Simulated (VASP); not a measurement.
# SiC (F-43m) in VASP: notebook

SiC is run at these levels: PBEsol; tasks: single point, relaxation of cell and atoms.

Program: VASP 6.6.1. These are calculated values, not measurements. Logs are shortened: lines on timing, memory, paths and dates and some standing lists are left out, and cuts for length are marked.

## 1. The cell of the first run

The structure is cubic, space group F-43m (No. 216). Conventional cell: a = 4.360 Å, b = 4.360 Å, c = 4.360 Å, α = 90.00°, β = 90.00°, γ = 90.00°. Si (site symmetry -43m) has 4 C at 1.89 Å within 2.5 Å. C (site symmetry -43m) has 4 Si at 1.89 Å within 2.5 Å.

## 2. Single point, PBEsol

File INCAR:

```
PREC = Accurate
ENCUT = 600
EDIFF = 1E-6
ISMEAR = 0
SIGMA = 0.1
LREAL = False
LASPH = True
NELM = 120
ALGO = Normal
ISIF = 2
LWAVE = False
LCHARG = False
GGA = PS
NBANDS = 11
GGA_COMPAT = False
```

File KPOINTS:

```
Automatic mesh
0
Gamma
  8 8 8
```

File POSCAR:

```
SiC
1.0
    0.0000000000      2.1800000000      2.1800000000
    2.1800000000      0.0000000000      2.1800000000
    2.1800000000      2.1800000000      0.0000000000
Si C
1 1
Direct
    0.0000000000      0.0000000000      0.0000000000
    0.2500000000      0.2500000000      0.2500000000
```

Potentials or basis: VASP PAW PBE potentials, release 64 (Si, C).

Run with:

```sh
> cat potpaw_PBE.64/Si/POTCAR potpaw_PBE.64/C/POTCAR > POTCAR
> mpirun -np 1 vasp_std > vasp.out
```

OUTCAR:

```text
PREC = Accurate
   ENCUT = 600
   EDIFF = 1E-6
   ISMEAR = 0
   LREAL = False
   LASPH = True
   NELM = 120
   ISIF = 2
   GGA = PS

 ion  position               nearest neighbor table
   1  0.000  0.000  0.000-   2 1.89   2 1.89   2 1.89   2 1.89
   2  0.250  0.250  0.250-   1 1.89   1 1.89   1 1.89   1 1.89

  LATTYP: Found a face centered cubic cell.
 ALAT       =     4.3600000000

  Lattice vectors:

 A1 = (   0.0000000000,   2.1800000000,   2.1800000000)
 A2 = (   2.1800000000,   0.0000000000,   2.1800000000)
 A3 = (   2.1800000000,   2.1800000000,   0.0000000000)

Analysis of symmetry for initial positions (statically):
=====================================================================
 Subroutine PRICEL returns:
 Original cell was already a primitive cell.

 Routine SETGRP: Setting up the symmetry group for a
 face centered cubic supercell.

 Subroutine GETGRP returns: Found 24 space group operations
 (whereof 24 operations were pure point group operations)
 out of a pool of 48 trial point group operations.

The static configuration has the point symmetry T_d .

Analysis of symmetry for dynamics (positions and initial velocities):
=====================================================================
 Subroutine PRICEL returns:
 Original cell was already a primitive cell.

 Routine SETGRP: Setting up the symmetry group for a
 face centered cubic supercell.

 Subroutine GETGRP returns: Found 24 space group operations
 (whereof 24 operations were pure point group operations)
 out of a pool of 48 trial point group operations.

The dynamic configuration has the point symmetry T_d .

 Subroutine INISYM returns: Found 24 space group operations
 (whereof 24 operations are pure point group operations),
 and found     1 'primitive' translations

----------------------------------------------------------------------------------------

                                     Primitive cell

  volume of cell :      20.7205

  direct lattice vectors                    reciprocal lattice vectors
     0.000000000  2.180000000  2.180000000    -0.229357798  0.229357798  0.229357798
     2.180000000  0.000000000  2.180000000     0.229357798 -0.229357798  0.229357798
     2.180000000  2.180000000  0.000000000     0.229357798  0.229357798 -0.229357798

  length of vectors
     3.082985566  3.082985566  3.082985566     0.397259360  0.397259360  0.397259360

[... 87 lines left out ...]
   ISYM   =      2    0-nonsym 1-usesym 2-fastsym
   POTIM  = 0.5000    time-step for ionic-motion
   TEBEG  =    0.0;   TEEND  =   0.0 temperature during run
   PSTRESS=    0.0 pullay stress
   NELECT =       8.0000    total number of electrons
   NUPDOWN=      -1.0000    fix difference up-down
   EMIN   =  10.00;   EMAX   =-10.00  energy-range for DOS
   EFERMI =   0.00;   METHOD = LEGACY
   ISMEAR =     0;   SIGMA  =   0.10  broadening in eV -4-tet -1-fermi 0-gaus
   EFERMI_NEDOS =   21; number of points for ismear=-14 and -15
   IALGO  =     38    algorithm
   IMIX   =      4    mixing-type and parameters
     AMIX     =   0.40;   BMIX     =  1.00
     AMIX_MAG =   1.60;   BMIX_MAG =  1.00
  volume/ion in A,a.u.               =      10.36        69.91
  Fermi-wavevector in a.u.,A,eV,Ry     =   1.192079  2.252702 19.334588  1.421052
  Thomas-Fermi vector in A             =   2.328126
   LORBIT       =      0    0 simple, 1 ext, 2 COOP (PROOUT), +10 PAW based schemes
   GGA     = PS    functional components
   LHFCALC =     F    Hartree Fock is set to
   AEXX    =    0.0000 exact exchange contribution
   IVDW    =     0    specifies the selected vdW correction
   LEPSILON=     F    determine dielectric tensor
   LRPA    =     F    only Hartree local field effects (RPA)
 non-spin polarized calculation
 Gauss-broadening in eV      SIGMA  =   0.10
  energy-cutoff  :      600.00
  volume of cell :       20.72
 maximum number of plane-waves:       701
 NGX is ok and might be reduce to    28
   NGX = 13   NGY = 13   NGZ = 13

 number of electron       8.0000000 magnetization

 Free energy of the ion-electron system (eV)
  ---------------------------------------------------
  ext. energy  EPLUGINS =         0.00000000
  ---------------------------------------------------
  free energy    TOTEN  =       -15.91498302 eV

  energy without entropy =      -15.91498302  energy(sigma->0) =      -15.91498302

 E-fermi :   8.5219     XC(G=0): -11.4987

 val. band max:        8.0415241036   @ k =   0.0000   0.0000   0.0000
 cond. band min:       9.2760281977   @ k =   0.5000   0.5000   0.0000
 fundamental gap:      1.2345040941
 Fermi energy:         8.5218505621

 k-point     1 :       0.0000    0.0000    0.0000
  band No.  band energies     occupation
      1      -7.3722      2.00000
      2       8.0415      2.00000
      3       8.0415      2.00000
      4       8.0415      2.00000
      5      14.2121      0.00000
      6      15.2743      0.00000
      7      15.2743      0.00000
      8      15.2743      0.00000
      9      22.4896      0.00000
     10      22.4896      0.00000
     11      24.2823      0.00000
[... 309 lines left out ...]
 k-point    24 :      -0.3750    0.2500    0.1250
  band No.  band energies     occupation
      1      -3.1198      2.00000
      2       0.1664      2.00000
      3       4.3083      2.00000
      4       5.7601      2.00000
      5      13.1858      0.00000
      6      15.2240      0.00000
      7      18.1116      0.00000
      8      18.9508      0.00000
      9      21.3492      0.00000
     10      24.1536      0.00000
     11      27.1907      0.00000

 [... further k-points ...]

------------------------ aborting loop because EDIFF is reached ----------------------------------------

  FORCE on cell =-STRESS in cart. coord.  units (eV):
  Direction    XX          YY          ZZ          XY          YZ          ZX
  --------------------------------------------------------------------------------------
  -------------------------------------------------------------------------------------
  Total       -0.0330058     -0.0330058     -0.0330058      0.0000000     -0.0000000      0.0000000
  in kB       -2.5521254     -2.5521254     -2.5521254      0.0000000     -0.0000000      0.0000000
  external PRESSURE =      -2.5521254 kB  Pullay stress =       0.0000000 kB

 VOLUME and BASIS-vectors are now :
 -----------------------------------------------------------------------------
  energy-cutoff  :      600.00
  volume of cell :       20.72
      direct lattice vectors                 reciprocal lattice vectors
     0.000000000  2.180000000  2.180000000    -0.229357798  0.229357798  0.229357798
     2.180000000  0.000000000  2.180000000     0.229357798 -0.229357798  0.229357798
     2.180000000  2.180000000  0.000000000     0.229357798  0.229357798 -0.229357798

 POSITION                                       TOTAL-FORCE (eV/Angst)
 -----------------------------------------------------------------------------------
      0.00000      0.00000      0.00000         0.000000      0.000000      0.000000
      1.09000      1.09000      1.09000        -0.000000     -0.000000     -0.000000
 -----------------------------------------------------------------------------------
    total drift:                               -0.000000     -0.000000     -0.000000

  FREE ENERGIE OF THE ION-ELECTRON SYSTEM (eV)
  ---------------------------------------------------
  free  energy   TOTEN  =       -15.9149830194 eV

  energy  without entropy=      -15.9149830194  energy(sigma->0) =      -15.91498302
```

It took 14 s on 1 thread of Intel Xeon Platinum 8259CL at 2.50GHz (Skylake/Cascade Lake), shared host; peak memory 0.14 GiB.

Results:

| Quantity | Value |
| --- | --- |
| Free energy | -15.9150 eV |
| Pressure | -0.3 GPa |
| Band gap on the k mesh | 1.23 eV (least direct gap 4.44 eV) |

Levels at points of the mesh, in eV from the valence-band top:
| k point | band 1 | band 2 | band 3 | band 4 | band 5 | band 6 | band 7 | band 8 |
| --- | --- | --- | --- | --- | --- | --- | --- | --- |
| (0.00, 0.00, 0.00) | -15.41 | 0.00 | 0.00 | 0.00 | 6.17 | 7.23 | 7.23 | 7.23 |
| (0.50, 0.00, 0.00) | -11.81 | -8.59 | -1.06 | -1.06 | 5.36 | 7.13 | 7.13 | 9.91 |
| (0.50, 0.50, 0.00) | -10.35 | -7.83 | -3.21 | -3.21 | 1.23 | 4.19 | 13.94 | 13.94 |

Caveat: the PAW data sets were made with another functional, which shifts forces and pressure a little.

## 3. Single point, PBEsol

This run uses another cell than the first one, of 10.34 Å³/atom.

INCAR, as its differences from that of step 2:

```diff
@@ -4,3 +4,3 @@
 ISMEAR = 0
-SIGMA = 0.1
+SIGMA = 0.02
 LREAL = False
```

File KPOINTS:

```
Automatic mesh
0
Gamma
  10 10 10
```

File POSCAR:

```
SiC
1.0
    0.0000000000      2.1784576378      2.1784576378
    2.1784576378      0.0000000000      2.1784576378
    2.1784576378      2.1784576378      0.0000000000
Si C
1 1
Direct
    0.0000000000      0.0000000000      0.0000000000
    0.2500000000      0.2500000000      0.2500000000
```

Potentials or basis: VASP PAW PBE potentials, release 64 (Si, C).

Run with:

```sh
> cat potpaw_PBE.64/Si/POTCAR potpaw_PBE.64/C/POTCAR > POTCAR
> mpirun -np 1 vasp_std > vasp.out
```

Run time: 14 s. Hardware: 1 thread of Intel Xeon Platinum 8259CL at 2.50GHz (Skylake/Cascade Lake), shared host; peak memory 0.15 GiB.

Results (log left out):

```
Free energy            : -15.9161 eV
Pressure               : 0.2 GPa
Band gap on the k mesh : 1.23 eV (least direct gap 4.44 eV)
```

Levels at points of the mesh, in eV from the valence-band top:
```csv
k point,band 2,band 3,band 4,band 5,band 6,band 7
"(0.00, 0.00, 0.00)",0.00,0.00,0.00,6.20,7.25,7.25
"(0.50, 0.00, 0.00)",-8.60,-1.06,-1.06,5.38,7.14,7.14
"(0.50, 0.50, 0.00)",-7.84,-3.21,-3.21,1.23,4.20,13.96
```

Caveat: the PAW data sets were made with another functional, which shifts forces and pressure a little. A k mesh can miss the band edges.

## 4. Single point, PBEsol

This run uses another cell than the first one, of 10.34 Å³/atom.

File INCAR:

```
SYSTEM = SiC
  ALGO = Normal
  EDIFF = 1E-6
  ENCUT = 600
  GGA = PS
  GGA_COMPAT = .FALSE.
  ISIF = 2
  ISMEAR = 0
  LASPH = .TRUE.
  LCHARG = .FALSE.
  LREAL = .FALSE.
  LWAVE = .FALSE.
  NBANDS = 11
  NELM = 120
  PREC = Accurate
  SIGMA = 0.02
```

File KPOINTS:

```
k-points
0
G
  10 10 10
  0 0 0
```

POSCAR is that of step 3.

Potentials or basis: VASP PAW PBE potentials, release 64 (Si, C).

Run with:

```sh
> cat potpaw_PBE.64/Si/POTCAR potpaw_PBE.64/C/POTCAR > POTCAR
> mpirun -np 1 vasp_std > vasp.out
```

OUTCAR:

```text
SYSTEM = SiC
   EDIFF = 1E-6
   ENCUT = 600
   GGA = PS
   ISIF = 2
   ISMEAR = 0
   LASPH = .TRUE.
   LREAL = .FALSE.
   NELM = 120
   PREC = Accurate

 ion  position               nearest neighbor table
   1  0.000  0.000  0.000-   2 1.89   2 1.89   2 1.89   2 1.89
   2  0.250  0.250  0.250-   1 1.89   1 1.89   1 1.89   1 1.89

  LATTYP: Found a face centered cubic cell.
 ALAT       =     4.3569152756

  Lattice vectors:

 A1 = (   0.0000000000,   2.1784576378,   2.1784576378)
 A2 = (   2.1784576378,   0.0000000000,   2.1784576378)
 A3 = (   2.1784576378,   2.1784576378,   0.0000000000)

Analysis of symmetry for initial positions (statically):
=====================================================================
 Subroutine PRICEL returns:
 Original cell was already a primitive cell.

 Routine SETGRP: Setting up the symmetry group for a
 face centered cubic supercell.

 Subroutine GETGRP returns: Found 24 space group operations
 (whereof 24 operations were pure point group operations)
 out of a pool of 48 trial point group operations.

The static configuration has the point symmetry T_d .

Analysis of symmetry for dynamics (positions and initial velocities):
[... 172 lines left out ...]
      4       8.0643      2.00000
      5      14.2598      0.00000
      6      15.3126      0.00000
      7      15.3126      0.00000
      8      15.3126      0.00000
      9      22.5257      0.00000
     10      22.5257      0.00000
     11      24.3388      0.00000
[... 309 lines left out ...]
 k-point    24 :       0.4000    0.3000    0.0000
  band No.  band energies     occupation
      1      -4.2040      2.00000
      2       2.4774      2.00000
      3       4.8789      2.00000
      4       5.4170      2.00000
      5      10.8217      0.00000
      6      13.5796      0.00000
      7      19.6254      0.00000
      8      19.9342      0.00000
      9      21.7500      0.00000
     10      26.0855      0.00000
     11      29.2445      0.00000

 [... further k-points ...]

------------------------ aborting loop because EDIFF is reached ----------------------------------------

  FORCE on cell =-STRESS in cart. coord.  units (eV):
  Direction    XX          YY          ZZ          XY          YZ          ZX
  --------------------------------------------------------------------------------------
  -------------------------------------------------------------------------------------
  Total        0.0269138      0.0269138      0.0269138      0.0000000      0.0000000     -0.0000000
  in kB        2.0854909      2.0854909      2.0854909      0.0000000      0.0000000     -0.0000000
  external PRESSURE =       2.0854909 kB  Pullay stress =       0.0000000 kB

 VOLUME and BASIS-vectors are now :
 -----------------------------------------------------------------------------
  energy-cutoff  :      600.00
  volume of cell :       20.68
      direct lattice vectors                 reciprocal lattice vectors
     0.000000000  2.178457638  2.178457638    -0.229520185  0.229520185  0.229520185
     2.178457638  0.000000000  2.178457638     0.229520185 -0.229520185  0.229520185
     2.178457638  2.178457638  0.000000000     0.229520185  0.229520185 -0.229520185

 POSITION                                       TOTAL-FORCE (eV/Angst)
 -----------------------------------------------------------------------------------
      0.00000      0.00000      0.00000         0.000000      0.000000      0.000000
      1.08923      1.08923      1.08923        -0.000000     -0.000000     -0.000000
 -----------------------------------------------------------------------------------
    total drift:                               -0.000000     -0.000000     -0.000000

  FREE ENERGIE OF THE ION-ELECTRON SYSTEM (eV)
  ---------------------------------------------------
  free  energy   TOTEN  =       -15.9160968690 eV

  energy  without entropy=      -15.9160968690  energy(sigma->0) =      -15.91609687
```

OSZICAR:

```text
N       E                     dE             d eps       ncg     rms          rms(c)
DAV:   1     0.421975793686E+01    0.42198E+01   -0.42677E+03  1066   0.694E+02
DAV:   2    -0.170123565056E+02   -0.21232E+02   -0.20215E+02  1338   0.114E+02
DAV:   3    -0.177122578177E+02   -0.69990E+00   -0.69854E+00  1285   0.169E+01
DAV:   4    -0.177149588889E+02   -0.27011E-02   -0.27009E-02  1186   0.133E+00
DAV:   5    -0.177149705272E+02   -0.11638E-04   -0.11638E-04  1262   0.823E-02    0.874E+00
DAV:   6    -0.159959994428E+02    0.17190E+01   -0.60410E+00  1166   0.109E+01    0.392E+00
DAV:   7    -0.159307583705E+02    0.65241E-01   -0.37252E-01  1231   0.344E+00    0.176E+00
DAV:   8    -0.159162740311E+02    0.14484E-01   -0.20981E-02  1187   0.926E-01    0.164E-01
DAV:   9    -0.159160512908E+02    0.22274E-03   -0.17252E-03  1263   0.220E-01    0.110E-01
DAV:  10    -0.159160964630E+02   -0.45172E-04   -0.12418E-04  1184   0.705E-02    0.254E-02
DAV:  11    -0.159160965960E+02   -0.13303E-06   -0.12384E-05  1238   0.193E-02    0.588E-03
DAV:  12    -0.159160968690E+02   -0.27297E-06   -0.70280E-07   691   0.521E-03
   1 F= -.15916097E+02 E0= -.15916097E+02  d E =-.302560E-19
```

Wall time 17 s (1 thread of Intel Xeon Platinum 8259CL at 2.50GHz (Skylake/Cascade Lake), shared host); peak memory 0.15 GiB.

Results:

- Free energy: -15.9161 eV
- Pressure: 0.2 GPa
- Band gap on the k mesh: 1.23 eV (least direct gap 4.44 eV)

Caveat: the PAW data sets were made with another functional, which shifts forces and pressure a little. A k mesh can miss the band edges.

## 5. Relaxation of cell and atoms, PBEsol

File INCAR:

```
PREC = Accurate
ENCUT = 600
EDIFF = 1E-7
ISMEAR = 0
SIGMA = 0.02
LREAL = F
LASPH = T
NELM = 120
ALGO = Normal
ISIF = 3
LWAVE = F
LCHARG = F
GGA = PS
IBRION = 2
NSW = 100
EDIFFG = -0.002
GGA_COMPAT = F
NELMIN = 4
```

File KPOINTS:

```
regular mesh
0
Gamma
  10 10 10
```

File POSCAR:

```
SiC
1.0
    0.0000000000      2.1800000000      2.1800000000
    2.1800000000      0.0000000000      2.1800000000
    2.1800000000      2.1800000000      0.0000000000
Si C
1 1
Direct
    0.0000000000      0.0000000000      0.0000000000
    0.2500000000      0.2500000000      0.2500000000
```

Run with:

```sh
> cat potpaw_PBE.64/Si/POTCAR potpaw_PBE.64/C/POTCAR > POTCAR
> mpirun -np 1 vasp_std > vasp.out
```

Wall time 23 s (1 thread of Intel Xeon Platinum 8259CL at 2.50GHz (Skylake/Cascade Lake), shared host); peak memory 0.15 GiB.

Results (log left out):

| Item | Value |
| --- | --- |
| Free energy | -15.9161 eV |
| Relaxed volume | 10.35 Å³/atom |
| Relaxed cell | a = 3.082 Å, b = 3.082 Å, c = 3.082 Å, α = 60.00°, β = 60.00°, γ = 60.00° |
| Space group after relaxing (to 0.1 Å) | F-43m (No. 216) |
| Energy gained by relaxing | 0.0 meV/atom |
| Ionic steps | 3 |
| Pressure after relaxing | 0.0 GPa |
| Band gap on the k mesh | 1.23 eV (least direct gap 4.44 eV) |

Final structure:
```
Si C
1.0
     0.00000    2.17910    2.17910
     2.17910    0.00000    2.17910
     2.17910    2.17910    0.00000
Si C
1 1
Direct
  0.00000 0.00000 0.00000
  0.25000 0.25000 0.25000
```

Levels at points of the mesh, in eV from the valence-band top:
```csv
k point,band 1,band 2,band 3,band 4,band 5,band 6,band 7,band 8
"(0.00, 0.00, 0.00)",-15.42,0.00,0.00,0.00,6.19,7.24,7.24,7.24
"(0.50, 0.00, 0.00)",-11.82,-8.60,-1.06,-1.06,5.37,7.14,7.14,9.91
"(0.50, 0.50, 0.00)",-10.36,-7.83,-3.21,-3.21,1.23,4.20,13.95,13.95
```

Caveat: the PAW data sets were made with another functional, which shifts forces and pressure a little.

## 6. Summary

```csv
task,cell,k mesh,smearing,gap on the mesh (eV),pressure (GPa)
single point,"a = 3.083 Å, angles 60.0°, 2 atoms",8 × 8 × 8,gaussian 0.1 eV,1.23,-0.3
single point,"a = 3.081 Å, angles 60.0°, 2 atoms",10 × 10 × 10,gaussian 0.02 eV,1.23,0.2
relaxation of cell and atoms,"relaxed from a = 3.083 Å, angles 60.0°, 2 atoms",10 × 10 × 10,gaussian 0.02 eV,1.23,0.0
```

Alike in all rows: level PBEsol; potentials or basis VASP PAW PBE potentials, release 64 (Si, C); no spin polarisation; cutoff (eV) 600.

Caveats: the PAW data sets were made with another functional, which shifts forces and pressure a little.

Total energies depend on the potentials used, so only differences within one code and one set of settings carry meaning.
